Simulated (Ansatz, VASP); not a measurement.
Two plane-wave programs on La6N

```xyz
7
Lattice="3.7132 0.0000 0.0000 -1.8566 3.2157 0.0000 0.0000 0.0000 18.9096" Properties=species:S:1:pos:R:3 pbc="T T T"
La    0.0000    2.1438    7.9026
La    1.8566    1.0719   11.0070
La    0.0000    2.1438    1.4148
La    1.8566    1.0719   17.4948
La    0.0000    0.0000   13.9612
La    0.0000    0.0000    4.9484
N     0.0000    0.0000    0.0000
```

Alike in both runs: functional PBE; k mesh 12 × 12 × 2; occupations gaussian, width 0.1 eV; no spin polarisation.

Ansatz relaxed the structure, and its values are those at the end. VASP's run is a single point on that final structure, the one shown.

|  | VASP | Ansatz |
| --- | --- | --- |
| version | VASP 6.6.1 | Ansatz 0.2.0 |
| potentials or method | VASP PAW PBE potentials, release 64 (La, N), cutoff 520 eV | scalar-relativistic, plane waves, PAW |
| valence electrons in the cell | 71 | 71 |

|  | VASP | Ansatz | Ansatz less VASP |
| --- | --- | --- | --- |
| gap on the k mesh at the Fermi level (eV) | none | none | - |
| pressure (GPa) | 0.0 | 0.0 | -0.02 |
| rms of the force components (eV/Å) | 0.006 | 0.003 | -0.0036 |

A gap of «none» marks a metal or a gap that the smearing closes. The functional is the same, so the differences come from potentials, cutoffs and numerics.

Spin-orbit coupling is off throughout.
